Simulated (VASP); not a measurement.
# Si (I4_1/amd) in VASP: a series of runs

The runs below take Si through single point, relaxation of shape and atoms at fixed volume, with PBE.

Everything below comes from runs of VASP 6.6.1. Logs are shortened: lines on timing, memory, paths and dates and some standing lists are left out, and cuts for length are marked.

### Step 1. The cell of the first run

The structure is tetragonal, space group I4_1/amd (No. 141). Conventional cell: a = 4.900 Å, b = 4.900 Å, c = 2.711 Å, α = 90.00°, β = 90.00°, γ = 90.00°. Si (site symmetry -4m2) has 10 Si at 2.54 to 3.18 Å within 3.4 Å.

### Step 2. Single point, PBE (16.28 Å³/atom)

Input file INCAR:

```
SYSTEM = Si
PREC = Accurate ; ENCUT = 520
EDIFF = 1E-6 ; ISMEAR = 0
SIGMA = 0.1 ; LREAL = .False.
LASPH = .True. ; NELM = 60
ALGO = Normal ; ISIF = 2
LWAVE = .False. ; LCHARG = .False.
GGA = PE ; NBANDS = 11
```

Input file KPOINTS:

```
Automatic mesh
0
Gamma
  18 18 18
  0 0 0
```

Input file POSCAR:

```
Si
1.0
   -2.4501153423      2.4501153423      1.3556348545
    2.4501153423     -2.4501153423      1.3556348545
    2.4501153423      2.4501153423     -1.3556348545
Si
2
Direct
    0.2500000000      0.7500000000      0.5000000000
    0.5000000000      0.5000000000      0.0000000000
```

Potentials or basis: VASP PAW PBE potentials, release 64 (Si).

Launch:

```
$ cat potpaw_PBE.64/Si/POTCAR > POTCAR
$ mpirun -np 1 vasp_std > vasp.out
```

OUTCAR:

```text
SYSTEM = Si
   PREC = Accurate
   ENCUT = 520
   EDIFF = 1E-6
   ISMEAR = 0
   LREAL = .False.
   LASPH = .True.
   NELM = 60
   ISIF = 2
   GGA = PE

 ion  position               nearest neighbor table
   1  0.250  0.750  0.500-   2 2.54   2 2.54   2 2.54   2 2.54
   2  0.500  0.500  0.000-   1 2.54   1 2.54   1 2.54   1 2.54

  LATTYP: Found a body centered tetragonal cell.
 ALAT       =     4.9002306846
 C/A-ratio  =     0.5532943005

  Lattice vectors:

 A1 = (  -2.4501153423,   2.4501153423,   1.3556348545)
 A2 = (   2.4501153423,  -2.4501153423,   1.3556348545)
 A3 = (   2.4501153423,   2.4501153423,  -1.3556348545)

Analysis of symmetry for initial positions (statically):
=====================================================================
 Subroutine PRICEL returns:
 Original cell was already a primitive cell.

 Routine SETGRP: Setting up the symmetry group for a
 body centered tetragonal supercell.

 Subroutine GETGRP returns: Found 16 space group operations
 (whereof  8 operations were pure point group operations)
 out of a pool of 16 trial point group operations.

The static configuration has the point symmetry D_2d.
 The point group associated with its full space group is D_4h.

Analysis of symmetry for dynamics (positions and initial velocities):
=====================================================================
 Subroutine PRICEL returns:
 Original cell was already a primitive cell.

 Routine SETGRP: Setting up the symmetry group for a
 body centered tetragonal supercell.

 Subroutine GETGRP returns: Found 16 space group operations
 (whereof  8 operations were pure point group operations)
 out of a pool of 16 trial point group operations.

The dynamic configuration has the point symmetry D_2d.
 The point group associated with its full space group is D_4h.

 Subroutine INISYM returns: Found 16 space group operations
 (whereof  8 operations are pure point group operations),
 and found     1 'primitive' translations

----------------------------------------------------------------------------------------

                                     Primitive cell

  volume of cell :      32.5519

  direct lattice vectors                    reciprocal lattice vectors
    -2.450115342  2.450115342  1.355634855     0.000000000  0.204072025  0.368830883
     2.450115342 -2.450115342  1.355634855     0.204072025  0.000000000  0.368830883
     2.450115342  2.450115342 -1.355634855     0.204072025  0.204072025  0.000000000

  length of vectors
     3.720735981  3.720735981  3.720735981     0.421522967  0.421522967  0.288601426

  position of ions in fractional coordinates (direct lattice)
     0.250000000  0.750000000  0.500000000
     0.500000000  0.500000000  0.000000000

  ion indices of the primitive-cell ions
   primitive index   ion index
                 1           1
                 2           2

----------------------------------------------------------------------------------------

 KPOINTS: Automatic mesh

Automatic generation of k-mesh.
 Grid dimensions read from file:
 generate k-points for:   18   18   18

 Generating k-lattice:

  Cartesian coordinates                     Fractional coordinates (reciprocal lattice)
     0.000000000  0.011337335  0.020490605     0.055555556  0.000000000  0.000000000
     0.011337335  0.000000000  0.020490605     0.000000000  0.055555556  0.000000000
     0.011337335  0.011337335  0.000000000     0.000000000  0.000000000  0.055555556

  Length of vectors
     0.023417943  0.023417943  0.016033413

  Shift w.r.t. Gamma in fractional coordinates (k-lattice)
     0.000000000  0.000000000  0.000000000

 Subroutine IBZKPT returns following result:
 ===========================================

 Found    480 irreducible k-points:

 Following reciprocal coordinates:
            Coordinates               Weight
  0.000000  0.000000  0.000000      1.000000
  0.055556 -0.000000  0.000000      8.000000
  0.111111 -0.000000  0.000000      8.000000
  0.166667 -0.000000  0.000000      8.000000
  0.222222 -0.000000  0.000000      8.000000
  0.277778  0.000000  0.000000      8.000000
[... 16 lines left out ...]
 -0.277778  0.055556  0.000000     16.000000
 -0.222222  0.055556 -0.000000     16.000000
 [... further k-points ...]
   k-points           NKPTS =    480   k-points in BZ     NKDIM =    480   number of bands    NBANDS=     11
   number of dos      NEDOS =    301   number of ions     NIONS =      2
   total plane-waves  NPLWV =  21952
   dimension x,y,z NGX =    28 NGY =   28 NGZ =   28
   dimension x,y,z NGXF=    56 NGYF=   56 NGZF=   56
   ions per type =               2
   NGX,Y,Z   is equivalent  to a cutoff of  12.51, 12.51, 12.51 a.u.
   NGXF,Y,Z  is equivalent  to a cutoff of  25.02, 25.02, 25.02 a.u.
 SYSTEM =  Si
   PREC   = accura    normal or accurate (medium, high low for compatibility)
   ISTART =      0    job   : 0-new  1-cont  2-samecut
   ICHARG =      2    charge: 1-file 2-atom 10-const
   ISPIN  =      1    spin polarized calculation?
   LNONCOLLINEAR =      F non collinear calculations
   LSORBIT =      F    spin-orbit coupling
   LASPH  =      T    aspherical Exc in radial PAW
   ENCUT  =  520.0 eV  38.22 Ry    6.18 a.u.   6.92  6.92  6.92*2*pi/ulx,y,z
   NELM   =     60;   NELMIN=  2; NELMDL= -5     # of ELM steps
   EDIFF  = 0.1E-05   stopping-criterion for ELM
   LREAL  =      F    real-space projection
   EDIFFG = 0.1E-04   stopping-criterion for IOM
   NSW    =      0    number of steps for IOM
   IBRION =     -1    ionic relax: 0-MD 1-quasi-New 2-CG
   NFREE  =      0    steps in history (QN), initial steepest desc. (CG)
   ISIF   =      2    stress and relaxation
   ISYM   =      2    0-nonsym 1-usesym 2-fastsym
   POTIM  = 0.5000    time-step for ionic-motion
   TEBEG  =    0.0;   TEEND  =   0.0 temperature during run
   PSTRESS=    0.0 pullay stress
   NELECT =       8.0000    total number of electrons
   NUPDOWN=      -1.0000    fix difference up-down
   EMIN   =  10.00;   EMAX   =-10.00  energy-range for DOS
   EFERMI =   0.00;   METHOD = LEGACY
   ISMEAR =     0;   SIGMA  =   0.10  broadening in eV -4-tet -1-fermi 0-gaus
   EFERMI_NEDOS =   21; number of points for ismear=-14 and -15
   IALGO  =     38    algorithm
   IMIX   =      4    mixing-type and parameters
     AMIX     =   0.40;   BMIX     =  1.00
     AMIX_MAG =   1.60;   BMIX_MAG =  1.00
  volume/ion in A,a.u.               =      16.28       109.84
  Fermi-wavevector in a.u.,A,eV,Ry     =   1.025446  1.937812 14.307070  1.051540
  Thomas-Fermi vector in A             =   2.159287
   LORBIT       =      0    0 simple, 1 ext, 2 COOP (PROOUT), +10 PAW based schemes
   GGA     = PE    functional components
   LHFCALC =     F    Hartree Fock is set to
   AEXX    =    0.0000 exact exchange contribution
   IVDW    =     0    specifies the selected vdW correction
   LEPSILON=     F    determine dielectric tensor
   LRPA    =     F    only Hartree local field effects (RPA)
 non-spin polarized calculation
 Gauss-broadening in eV      SIGMA  =   0.10
  energy-cutoff  :      520.00
  volume of cell :       32.55
 maximum number of plane-waves:       890
   NGX = 13   NGY = 13   NGZ = 13

 number of electron       8.0000000 magnetization

 Free energy of the ion-electron system (eV)
  ---------------------------------------------------
  ext. energy  EPLUGINS =         0.00000000
  ---------------------------------------------------
  free energy    TOTEN  =       -10.23671512 eV

  energy without entropy =      -10.23276853  energy(sigma->0) =      -10.23474183

 E-fermi :   8.3451     XC(G=0): -10.6437

 val. band max:        8.3388823287   @ k =   0.4444   0.4444   0.0000
 cond. band min:       8.3459278871   @ k =   0.4444   0.4444   0.0000
 fundamental gap:      0.0070455584
 Fermi energy:         8.3451419219

 k-point     1 :       0.0000    0.0000    0.0000
  band No.  band energies     occupation
      1      -4.8358      2.00000
      2       6.0030      2.00000
      3       6.0030      2.00000
      4       6.1022      2.00000
      5      10.1971      0.00000
      6      15.6292      0.00000
      7      16.6980      0.00000
      8      16.6980      0.00000
      9      16.9528      0.00000
     10      18.3517      0.00000
     11      18.4823      0.00000

 k-point     2 :       0.0556   -0.0000    0.0000
  band No.  band energies     occupation
      1      -4.7571      2.00000
      2       5.4968      2.00000
      3       5.9727      2.00000
      4       6.7451      2.00000
      5      10.3715      0.00000
      6      15.0397      0.00000
      7      15.9141      0.00000
      8      16.6121      0.00000
      9      16.6138      0.00000
     10      18.1403      0.00000
     11      19.2530      0.00000

 k-point     3 :       0.1111   -0.0000    0.0000
  band No.  band energies     occupation
      1      -4.5213      2.00000
      2       5.0856      2.00000
      3       5.9069      2.00000
      4       7.5586      2.00000
      5      10.8645      0.00000
      6      13.8012      0.00000
      7      14.3347      0.00000
      8      15.9126      0.00000
      9      16.2199      0.00000
     10      17.6585      0.00000
     11      19.3162      0.00000

 k-point     4 :       0.1667   -0.0000    0.0000
  band No.  band energies     occupation
      1      -4.1292      2.00000
      2       4.8170      2.00000
      3       5.8572      2.00000
      4       8.4541      0.12320
      5      11.6003      0.00000
      6      12.1693      0.00000
      7      12.8643      0.00000
      8      15.0601      0.00000
      9      15.3430      0.00000
     10      16.8945      0.00000
     11      18.9273      0.00000
[... 239 lines left out ...]
 k-point    22 :      -0.3333    0.0556   -0.0000
  band No.  band energies     occupation
      1      -2.6655      2.00000
      2       4.0440      2.00000
      3       5.8427      2.00000
      4       7.6896      2.00000
      5      10.2439      0.00000
      6      11.7415      0.00000
      7      12.6359      0.00000
      8      13.1519      0.00000
      9      15.1663      0.00000
     10      16.0845      0.00000
     11      19.2934      0.00000

 k-point    23 :      -0.2778    0.0556    0.0000
  band No.  band energies     occupation
      1      -3.4000      2.00000
      2       3.9963      2.00000
      3       5.7538      2.00000
      4       9.1647      0.00000
      5      10.9030      0.00000
      6      11.3937      0.00000
      7      13.0290      0.00000
      8      13.7245      0.00000
      9      14.7685      0.00000
     10      16.5830      0.00000
     11      18.8572      0.00000

 k-point    24 :      -0.2222    0.0556   -0.0000
  band No.  band energies     occupation
      1      -3.9828      2.00000
      2       4.0783      2.00000
      3       5.7573      2.00000
      4       9.0344      0.00000
      5      11.7433      0.00000
      6      12.3285      0.00000
      7      12.6626      0.00000
      8      14.5192      0.00000
      9      15.5417      0.00000
     10      17.2105      0.00000
     11      18.7812      0.00000

 [... further k-points ...]
[... 5 lines left out ...]
  --------------------------------------------------------------------------------------
  -------------------------------------------------------------------------------------
  Total       -1.1163368     -1.1163368     -1.1064237      0.0000000     -0.0000000      0.0000000
  in kB      -54.9452358    -54.9452358    -54.4573230      0.0000000     -0.0000000      0.0000000
  external PRESSURE =     -54.7825982 kB  Pullay stress =       0.0000000 kB

 VOLUME and BASIS-vectors are now :
 -----------------------------------------------------------------------------
  energy-cutoff  :      520.00
  volume of cell :       32.55
      direct lattice vectors                 reciprocal lattice vectors
    -2.450115342  2.450115342  1.355634855     0.000000000  0.204072025  0.368830883
     2.450115342 -2.450115342  1.355634855     0.204072025  0.000000000  0.368830883
     2.450115342  2.450115342 -1.355634855     0.204072025  0.204072025  0.000000000

 POSITION                                       TOTAL-FORCE (eV/Angst)
 -----------------------------------------------------------------------------------
      2.45012      0.00000      0.67782         0.000000     -0.000000      0.000000
      0.00000      0.00000      1.35563        -0.000000      0.000000     -0.000000
 -----------------------------------------------------------------------------------
    total drift:                                0.000000      0.000000      0.000000

  FREE ENERGIE OF THE ION-ELECTRON SYSTEM (eV)
  ---------------------------------------------------
  free  energy   TOTEN  =       -10.2367151230 eV

  energy  without entropy=      -10.2327685327  energy(sigma->0) =      -10.23474183
```

Run time: 2.5 min. Hardware: 1 thread of Intel Xeon 8259CL, shared host; peak memory 0.26 GiB.

What came out:

```
Free energy            : -10.2367 eV
Pressure               : -5.5 GPa
Band gap on the k mesh : zero (bands 4 and 5 overlap by 6.02 eV)
```

Levels at points of the mesh, in eV from the Fermi level:
```csv
k point,band 1,band 2,band 3,band 4,band 5,band 6,band 7,band 8,band 9
"(0.00, 0.00, 0.00)",-13.18,-2.34,-2.34,-2.24,1.85,7.28,8.35,8.35,8.61
"(0.50, 0.00, 0.00)",-7.42,-6.41,-2.01,-1.67,-1.62,1.34,4.18,5.26,8.60
"(0.50, 0.50, 0.00)",-10.23,-10.23,0.36,0.36,2.44,2.44,7.81,7.81,9.27
"(0.50, 0.50, 0.50)",-8.08,-8.08,-6.34,-6.34,5.54,5.54,12.04,12.04,13.28
```

Caveat: the cell stands under tension.

### Step 3. Relaxation of shape and atoms at fixed volume, PBE (14.43 Å³/atom)

This run uses another cell than the first one, of 14.43 Å³/atom.

Input file INCAR:

```
SYSTEM = Si
PREC     = Accurate       ! precision mode
ENCUT    = 600            ! plane-wave cutoff, eV
EDIFF    = 1E-6           ! SCF threshold, eV
ISMEAR   = 0              ! smearing method
SIGMA    = 0.1            ! smearing width, eV
LREAL    = .False.        ! projectors in reciprocal space
LASPH    = .True.         ! aspherical terms in the spheres
NELM     = 60             ! most SCF steps
ALGO     = Normal         ! electronic algorithm
ISIF     = 4              ! what is computed and relaxed
LWAVE    = .False.        ! write WAVECAR
LCHARG   = .False.        ! write CHGCAR
GGA      = PE             ! functional
IBRION   = 2              ! ionic algorithm
NSW      = 50             ! ionic steps
EDIFFG   = -0.01          ! ionic threshold
```

Input file KPOINTS:

```
regular mesh
0
Gamma
  18 18 18
  0 0 0
```

Input file POSCAR:

```
Si
1.0
   -2.3620913102      2.3620913102      1.2934344098
    2.3620913102     -2.3620913102      1.2934344098
    2.3620913102      2.3620913102     -1.2934344098
Si
2
Direct
    0.2500000000      0.7500000000      0.5000000000
    0.5000000000      0.5000000000      0.0000000000
```

Potentials or basis: VASP PAW PBE potentials, release 64 (Si).

Launch:

```
$ cat potpaw_PBE.64/Si/POTCAR > POTCAR
$ mpirun -np 1 vasp_std > vasp.out
```

Run time: 3.4 min. Hardware: 1 thread of Intel Xeon 8259CL, shared host; peak memory 0.25 GiB.

Results (log left out):

- Free energy: -10.2294 eV
- Energy gained by relaxing: 0.0 meV/atom
- Ionic steps: 2
- Pressure after relaxing: 7.6 GPa
- Band gap on the k mesh: zero (bands 4 and 5 overlap by 6.74 eV)

Stress tensor (GPa, compression positive):
```
7.59 0.00 0.00
0.00 7.59 0.00
0.00 0.00 7.49
```

Final structure:
```
Si
1.0
    -2.36330    2.36330    1.29211
     2.36330   -2.36330    1.29211
     2.36330    2.36330   -1.29211
Si
2
Cartesian
  2.3633 0.0000 0.6461
  0.0000 0.0000 1.2921
```

Levels at points of the mesh, in eV from the Fermi level:
```csv
k point,band 2,band 3,band 4,band 5,band 6,band 7
"(0.00, 0.00, 0.00)",-2.66,-2.66,-1.98,1.32,7.77,9.27
"(0.50, 0.00, 0.00)",-7.00,-2.24,-1.75,-1.40,0.98,4.73
"(0.50, 0.50, 0.00)",-11.03,0.24,0.24,2.55,2.55,8.97
"(0.50, 0.50, 0.50)",-8.52,-7.13,-7.13,6.22,6.22,13.56
```
